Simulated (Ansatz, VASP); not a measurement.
WS: VASP beside Ansatz

The input POSCAR:

```
WS
1.0
    3.6453705180      0.0000000000      0.0000000000
   -1.8226852590      3.1569834748      0.0000000000
    0.0000000000      0.0000000000      6.2934675001
W S
2 2
Direct
    0.0000000000      0.0000000000      0.0000000000
    0.0000000000      0.0000000000      0.5000000000
    0.3333333333      0.6666666667      0.2500000000
    0.6666666667      0.3333333333      0.7500000000
```

INCAR.step1

```
PREC = Accurate
ENCUT = 520
ISMEAR = 0
SIGMA = 0.1
LREAL = False
LASPH = True
NELM = 150
LMAXMIX = 4
LDAU = True
LDAUTYPE = 2
LDAUL = 2 -1
LDAUU = 6.2 0
LDAUJ = 0 0
NBANDS = 28
GGA = PE
ALGO = Normal
EDIFF = 1E-4
LWAVE = True
LCHARG = False
```

File INCAR.step2:

```
PREC = Accurate
ENCUT = 520
EDIFF = 1E-6
ISMEAR = 0
SIGMA = 0.1
LREAL = False
LASPH = True
NELM = 150
ALGO = Normal
ISIF = 2
LWAVE = False
LCHARG = True
LMAXMIX = 4
LDAU = True
LDAUTYPE = 2
LDAUL = 2 -1
LDAUU = 6.2 0
LDAUJ = 0 0
LDAUPRINT = 1
METAGGA = R2SCAN
LMIXTAU = True
LELF = True
LVHAR = True
NBANDS = 28
ISTART = 1
```

Contents of KPOINTS:

```
Automatic mesh
0
Gamma
  12 12 6
```

Input for Ansatz:

```yaml
crystal:
  lattice:
    - [3.645370518, 0.0, 0.0]
    - [-1.822685259, 3.1569834748, 0.0]
    - [0.0, 0.0, 6.2934675001]
  atoms:
    - { symbol: W, position: [0.0, 0.0, 0.0] }
    - { symbol: W, position: [0.0, 0.0, 0.5] }
    - { symbol: S, position: [0.3333333333, 0.6666666667, 0.25] }
    - { symbol: S, position: [0.6666666667, 0.3333333333, 0.75] }
basis:
  ecutwfc: 500
kpoints:
  mp_grid: { grid: [12, 12, 6] }
hamiltonian:
  xc: r2scan
  hubbard: { sites: [{ species: W, l: d, u_eff: 6.2 }] }
scf:
  occupations: { method: gaussian, width: 0.1 }
output:
  forces: true
  stress: true
  eigenvalues: true
```

Alike in both runs: task single point; functional r2SCAN; k mesh 12 × 12 × 6; occupations gaussian, width 0.1 eV; no spin polarisation; Hubbard terms W d U = 6.2 eV.

```csv
,VASP,Ansatz
version,VASP 6.6.1,Ansatz 0.2.0
potentials or method,"VASP PAW PBE potentials, release 64 (W_sv, S), cutoff 520 eV","scalar-relativistic, plane waves, PAW"
valence electrons in the cell,40,40
```

VASP gave:

- gap on the k mesh at the Fermi level (eV): none
- pressure (GPa): -11.7
- traceless stress, the component that is largest in VASP (GPa): 5.89

Task: Which values does Ansatz return?

Result: gap on the k mesh at the Fermi level (eV): none; pressure (GPa): -0.8; traceless stress, the component that is largest in VASP (GPa): 3.73.

VASP's potentials were made for PBE, not for r2SCAN. The programs project onto different local orbitals, so the same U acts differently, and such runs can settle in different states. A gap of «none» marks a metal or a gap that the smearing closes. Ansatz's warnings: filled band counts differ across k points.

Neither program's run includes spin-orbit coupling.
